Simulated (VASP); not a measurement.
# ZnCdSi2P4 (P1) in VASP: single point with PBEsol

Aim: the single point of ZnCdSi2P4 with PBEsol.

Everything below comes from runs of VASP 6.6.1. Logs are shortened: lines on timing, memory, paths and dates and some standing lists are left out, and cuts for length are marked.

## Step 1: The cell of the first run

The typed cell holds 16 atoms: a = 5.516 Å, b = 5.516 Å, c = 10.476 Å, α = 90.00°, β = 90.00°, γ = 90.00°.

## Step 2: Single point, PBEsol, collinear spin

Contents of INCAR:

```
SYSTEM = ZnCdSi2P4
PREC = Accurate
ENCUT = 500
EDIFF = 1E-6
ISMEAR = -1
SIGMA = 0.05
LREAL = .False.
LASPH = .True.
NELM = 200
ALGO = Normal
ISIF = 2
LWAVE = .False.
LCHARG = .False.
ISPIN = 2
MAGMOM = 0.5 0.5 0.5 0.5 0.5 0.5 0.5 0.5 0.5 0.5 0.5 0.5 0.5 0.5 0.5 0.5
LORBIT = 11
GGA = PS
NBANDS = 70
GGA_COMPAT = .False.
```

Contents of KPOINTS:

```
Automatic mesh
0
Gamma
  2 2 2
  0.5 0.5 0.5
```

Contents of POSCAR:

```
ZnCdSi2P4
1.0
    5.5160660000     -0.0000290000     -0.0000110000
   -0.0000290000      5.5160660000     -0.0000110000
   -0.0000200000     -0.0000200000     10.4762320000
Zn Cd Si P
2 2 4 8
Direct
    0.0231500000      0.0015290000      0.9915110000
    0.4794040000      0.0174830000      0.7470040000
    0.9580190000      0.4927540000      0.2276400000
    0.4982420000      0.5168530000      0.4902000000
    0.9767120000      0.9999440000      0.5102460000
    0.4965390000      0.0098160000      0.2633340000
    0.5193000000      0.4774470000      0.0017280000
    0.9961970000      0.4844820000      0.7502290000
    0.2928620000      0.2550150000      0.1165660000
    0.2160810000      0.2574190000      0.6264150000
    0.7285320000      0.7457970000      0.1239580000
    0.7209300000      0.2365110000      0.3808250000
    0.2696990000      0.7726990000      0.3684550000
    0.2449150000      0.7156960000      0.8845960000
    0.7774750000      0.7479510000      0.6152800000
    0.7692660000      0.2934590000      0.8859890000
```

Potentials or basis: VASP PAW PBE potentials, release 64 (Zn, Cd, Si, P).

The run is started by

```bash
cat potpaw_PBE.64/Zn/POTCAR potpaw_PBE.64/Cd/POTCAR potpaw_PBE.64/Si/POTCAR potpaw_PBE.64/P/POTCAR > POTCAR
mpirun -np 1 vasp_std > vasp.out
```

OUTCAR:

```text
SYSTEM = ZnCdSi2P4
   PREC = Accurate
   ENCUT = 500
   EDIFF = 1E-6
   ISMEAR = -1
   LREAL = .False.
   LASPH = .True.
   NELM = 200
   ISIF = 2
   ISPIN = 2
   LORBIT = 11
   GGA = PS

 ion  position               nearest neighbor table
   1  0.023  0.002  0.992-  14 2.29  16 2.40   9 2.43  11 2.56
   2  0.479  0.017  0.747-  10 2.34  14 2.55  15 2.61  16 2.64
   3  0.958  0.493  0.228-  11 2.17  12 2.51   9 2.55  13 2.74   7 3.39   4 3.74
   4  0.498  0.517  0.490-  13 2.28  12 2.28  15 2.39  10 2.55   3 3.74
   5  0.977  1.000  0.510-  15 2.09  10 2.29  12 2.35  13 2.53
   6  0.497  0.010  0.263-  13 2.12  12 2.15   9 2.34  11 2.43
   7  0.519  0.477  0.002-  16 2.10   9 2.12  11 2.27  14 2.35   3 3.39
   8  0.996  0.484  0.750-  16 2.17  10 2.17  14 2.34  15 2.36
   9  0.293  0.255  0.117-   7 2.12   6 2.34   1 2.43   3 2.55
  10  0.216  0.257  0.626-   8 2.17   5 2.29   2 2.34   4 2.55
  11  0.729  0.746  0.124-   3 2.17   7 2.27   6 2.43   1 2.56
  12  0.721  0.237  0.381-   6 2.15   4 2.28   5 2.35   3 2.51
  13  0.270  0.773  0.368-   6 2.12   4 2.28   5 2.53   3 2.74
  14  0.245  0.716  0.885-   1 2.29   8 2.34   7 2.35   2 2.55
  15  0.777  0.748  0.615-   5 2.09   8 2.36   4 2.39   2 2.61
  16  0.769  0.293  0.886-   7 2.10   8 2.17   1 2.40   2 2.64

  LATTYP: Found a base centered orthorhombic cell.
 ALAT       =     7.8008543360
 B/A-ratio  =     1.0000105148
 C/A-ratio  =     1.3429595720

  Lattice vectors:

 A1 = (  -5.5160660000,   0.0000290000,   0.0000110000)
 A2 = (   0.0000290000,  -5.5160660000,   0.0000110000)
 A3 = (  -0.0000200000,  -0.0000200000,  10.4762320000)

Analysis of symmetry for initial positions (statically):
=====================================================================
 Subroutine PRICEL returns:
 Original cell was already a primitive cell.

 Routine SETGRP: Setting up the symmetry group for a
 base centered orthorhombic supercell.

 Subroutine GETGRP returns: Found  1 space group operations
 (whereof  1 operations were pure point group operations)
 out of a pool of  8 trial point group operations.

The static configuration has the point symmetry C_1 .

Analysis of symmetry for dynamics (positions and initial velocities):
=====================================================================
 Subroutine PRICEL returns:
 Original cell was already a primitive cell.

 Routine SETGRP: Setting up the symmetry group for a
 base centered orthorhombic supercell.

 Subroutine GETGRP returns: Found  1 space group operations
 (whereof  1 operations were pure point group operations)
 out of a pool of  8 trial point group operations.

The dynamic configuration has the point symmetry C_1 .

Analysis of structural, dynamic, and magnetic symmetry:
=====================================================================
 Subroutine PRICEL returns:
 Original cell was already a primitive cell.

 Routine SETGRP: Setting up the symmetry group for a
 base centered orthorhombic supercell.

 Subroutine GETGRP returns: Found  1 space group operations
 (whereof  1 operations were pure point group operations)
 out of a pool of  8 trial point group operations.

The overall configuration has the point symmetry C_1 .

 Subroutine INISYM returns: Found  1 space group operations
 (whereof  1 operations are pure point group operations),
 and found     1 'primitive' translations

----------------------------------------------------------------------------------------

                                     Primitive cell

  volume of cell :     318.7601

  direct lattice vectors                    reciprocal lattice vectors
     5.516066000 -0.000029000 -0.000011000     0.181288621  0.000000953  0.000000346
    -0.000029000  5.516066000 -0.000011000     0.000000953  0.181288621  0.000000346
    -0.000020000 -0.000020000 10.476232000     0.000000190  0.000000190  0.095454167

  length of vectors
     5.516066000  5.516066000 10.476232000     0.181288621  0.181288621  0.095454167

  position of ions in fractional coordinates (direct lattice)
     0.023150000  0.001529000  0.991511000
     0.479404000  0.017483000  0.747004000
     0.958019000  0.492754000  0.227640000
     0.498242000  0.516853000  0.490200000
     0.976712000  0.999944000  0.510246000
     0.496539000  0.009816000  0.263334000
[... 8 lines left out ...]
     0.777475000  0.747951000  0.615280000
     0.769266000  0.293459000  0.885989000

  ion indices of the primitive-cell ions
[... 57 lines left out ...]
   NGXF,Y,Z  is equivalent  to a cutoff of  24.11, 24.11, 25.39 a.u.
 SYSTEM =  ZnCdSi2P4
   PREC   = accura    normal or accurate (medium, high low for compatibility)
   ISTART =      0    job   : 0-new  1-cont  2-samecut
   ICHARG =      2    charge: 1-file 2-atom 10-const
   ISPIN  =      2    spin polarized calculation?
   LNONCOLLINEAR =      F non collinear calculations
   LSORBIT =      F    spin-orbit coupling
   LASPH  =      T    aspherical Exc in radial PAW
   ENCUT  =  500.0 eV  36.75 Ry    6.06 a.u.  10.06 10.06 19.10*2*pi/ulx,y,z
   NELM   =    200;   NELMIN=  2; NELMDL= -5     # of ELM steps
   EDIFF  = 0.1E-05   stopping-criterion for ELM
   LREAL  =      F    real-space projection
   EDIFFG = 0.1E-04   stopping-criterion for IOM
   NSW    =      0    number of steps for IOM
   IBRION =     -1    ionic relax: 0-MD 1-quasi-New 2-CG
   NFREE  =      0    steps in history (QN), initial steepest desc. (CG)
   ISIF   =      2    stress and relaxation
   ISYM   =      2    0-nonsym 1-usesym 2-fastsym
   POTIM  = 0.5000    time-step for ionic-motion
   TEBEG  =    0.0;   TEEND  =   0.0 temperature during run
   PSTRESS=    0.0 pullay stress
   NELECT =     104.0000    total number of electrons
   NUPDOWN=      -1.0000    fix difference up-down
   EMIN   =  10.00;   EMAX   =-10.00  energy-range for DOS
   EFERMI =   0.00;   METHOD = LEGACY
   ISMEAR =    -1;   SIGMA  =   0.05  broadening in eV -4-tet -1-fermi 0-gaus
   EFERMI_NEDOS =   21; number of points for ismear=-14 and -15
   IALGO  =     38    algorithm
   IMIX   =      4    mixing-type and parameters
     AMIX     =   0.40;   BMIX     =  1.00
     AMIX_MAG =   1.60;   BMIX_MAG =  1.00
  volume/ion in A,a.u.               =      19.92       134.44
  Fermi-wavevector in a.u.,A,eV,Ry     =   1.127019  2.129757 17.281740  1.270172
  Thomas-Fermi vector in A             =   2.263703
   LORBIT       =     11    0 simple, 1 ext, 2 COOP (PROOUT), +10 PAW based schemes
   GGA     = PS    functional components
   LHFCALC =     F    Hartree Fock is set to
   AEXX    =    0.0000 exact exchange contribution
   IVDW    =     0    specifies the selected vdW correction
   LEPSILON=     F    determine dielectric tensor
   LRPA    =     F    only Hartree local field effects (RPA)
 spin polarized calculation
  energy-cutoff  :      500.00
  volume of cell :      318.76
 maximum number of plane-waves:      8099
   NGX = 21   NGY = 21   NGZ = 39

 number of electron     103.9999995 magnetization      -0.0015161

 number of electron     103.9999995 magnetization       0.0000015

 Free energy of the ion-electron system (eV)
  ---------------------------------------------------
  ext. energy  EPLUGINS =         0.00000000
  ---------------------------------------------------
  free energy    TOTEN  =       -75.42689637 eV

  energy without entropy =      -75.42689635  energy(sigma->0) =      -75.42689636

 E-fermi :   5.0254     XC(G=0):  -9.8968

 val. band max:        4.0897220101   @ k =  -0.2500   0.2500   0.2500
 cond. band min:       5.9583773515   @ k =  -0.2500  -0.2500   0.2500
 fundamental gap:      1.8686553414
 Fermi energy:         5.0254010169

 spin component 1

 k-point     1 :       0.2500    0.2500    0.2500
  band No.  band energies     occupation
      1      -8.3173      1.00000
      2      -7.9242      1.00000
      3      -7.3602      1.00000
      4      -6.8450      1.00000
      5      -6.4948      1.00000
      6      -6.3848      1.00000
[... 257 lines left out ...]
     63       8.2461      0.00000
     64       8.3733      0.00000
 Fermi energy:         5.0254010169

 spin component 2

 k-point     1 :       0.2500    0.2500    0.2500
  band No.  band energies     occupation
      1      -8.3173      1.00000
      2      -7.9242      1.00000
      3      -7.3602      1.00000
      4      -6.8450      1.00000
      5      -6.4948      1.00000
      6      -6.3848      1.00000
[... 257 lines left out ...]
     63       8.2461      0.00000
     64       8.3733      0.00000
 [bands above 64 left out]

------------------------ aborting loop because EDIFF is reached ----------------------------------------

  FORCE on cell =-STRESS in cart. coord.  units (eV):
  Direction    XX          YY          ZZ          XY          YZ          ZX
  --------------------------------------------------------------------------------------
  -------------------------------------------------------------------------------------
  Total        7.6077164      8.6707339      5.0673676     -1.1997679     -4.0905284     -1.9090743
  in kB       38.2385028     43.5815251     25.4700021     -6.0303677    -20.5601359     -9.5955393
  external PRESSURE =      35.7633433 kB  Pullay stress =       0.0000000 kB

 VOLUME and BASIS-vectors are now :
 -----------------------------------------------------------------------------
  energy-cutoff  :      500.00
  volume of cell :      318.76
      direct lattice vectors                 reciprocal lattice vectors
     5.516066000 -0.000029000 -0.000011000     0.181288621  0.000000953  0.000000346
    -0.000029000  5.516066000 -0.000011000     0.000000953  0.181288621  0.000000346
    -0.000020000 -0.000020000 10.476232000     0.000000190  0.000000190  0.095454167

 POSITION                                       TOTAL-FORCE (eV/Angst)
 -----------------------------------------------------------------------------------
      0.12768      0.00841     10.38730        -0.471152     -0.035412      0.660068
      2.64441      0.09641      7.82578         0.510512     -0.655954      0.603398
      5.28448      2.71803      2.38479         2.890973     -1.915347      2.065850
      2.74831      2.85097      5.13544        -0.661676     -0.240330      1.594498
      5.38757      5.51572      5.34543         1.870485      1.031366     -2.096560
      2.73894      0.05413      2.75874         0.327914     -0.404965     -2.449969
[... 8 lines left out ...]
      4.28857      4.12571      6.44580        -0.580955     -0.490087      2.895565
      4.24330      1.61870      9.28181         0.044503     -2.584227     -1.362656
 -----------------------------------------------------------------------------------
    total drift:                               -0.000422      0.002032     -0.000068

  FREE ENERGIE OF THE ION-ELECTRON SYSTEM (eV)
  ---------------------------------------------------
  free  energy   TOTEN  =       -75.4268963668 eV

  energy  without entropy=      -75.4268963545  energy(sigma->0) =      -75.42689636

 total charge

# of ion       s       p       d       tot
------------------------------------------
    1        0.570   0.495   9.752  10.816
    2        0.551   0.408   9.748  10.706
    3        0.545   0.476   9.504  10.525
    4        0.550   0.564   9.500  10.614
    5        0.743   0.851   0.000   1.594
    6        0.740   0.892   0.000   1.632
[... 8 lines left out ...]
   15        1.020   1.547   0.000   2.567
   16        1.015   1.574   0.000   2.589
--------------------------------------------------
tot         13.344  17.752  38.504  69.600

 magnetization (x)

# of ion       s       p       d       tot
------------------------------------------
    1        0.000   0.000   0.000   0.000
    2        0.000   0.000   0.000   0.000
    3        0.000   0.000  -0.000  -0.000
    4        0.000   0.000  -0.000   0.000
    5       -0.000   0.000   0.000   0.000
    6        0.000   0.000   0.000   0.000
[... 8 lines left out ...]
   15       -0.000  -0.000   0.000  -0.000
   16        0.000  -0.000   0.000  -0.000
--------------------------------------------------
tot          0.000  -0.000  -0.000  -0.000
```

Run time: 3.4 min. Hardware: 1 thread of Intel Xeon Platinum 8488C (Sapphire Rapids), shared host; peak memory 0.51 GiB.

Results:

* Free energy: -75.4269 eV
* Pressure: 3.6 GPa
* Largest force: 4.655 eV/Å
* Band gap on the k mesh: 1.87 eV (least direct gap 1.93 eV)
* Net moment: 0.00 μB per cell
* Valence electrons inside the program's atomic spheres: Zn 10.82, 10.71; Cd 10.53, 10.61; Si 1.59, 1.63, 1.66, 1.62; P 2.55, 2.58, 2.56, 2.50, 2.57, 2.59 (each value once)

Forces on the atoms (eV/Å):
```
Zn  -0.471 -0.035  0.660
Zn   0.511 -0.656  0.603
Cd   2.891 -1.915  2.066
Cd  -0.662 -0.240  1.594
Si   1.870  1.031 -2.097
Si   0.328 -0.405 -2.450
Si  -1.035  2.878  0.197
Si   0.365  2.169  0.201
P   -0.812 -1.657  1.184
P    0.087 -0.824 -0.251
P   -2.332  3.570 -1.868
P    2.597 -1.788 -0.138
P   -3.646  1.236 -0.037
P    0.846 -0.289 -1.199
P   -0.581 -0.490  2.896
P    0.045 -2.584 -1.363
```

Caveat: the k points lie up to 0.57 Å⁻¹ apart; the PAW data sets were made with another functional, which shifts forces and pressure a little; a shifted mesh leaves out Γ, where band edges can lie. A k mesh can miss the band edges.
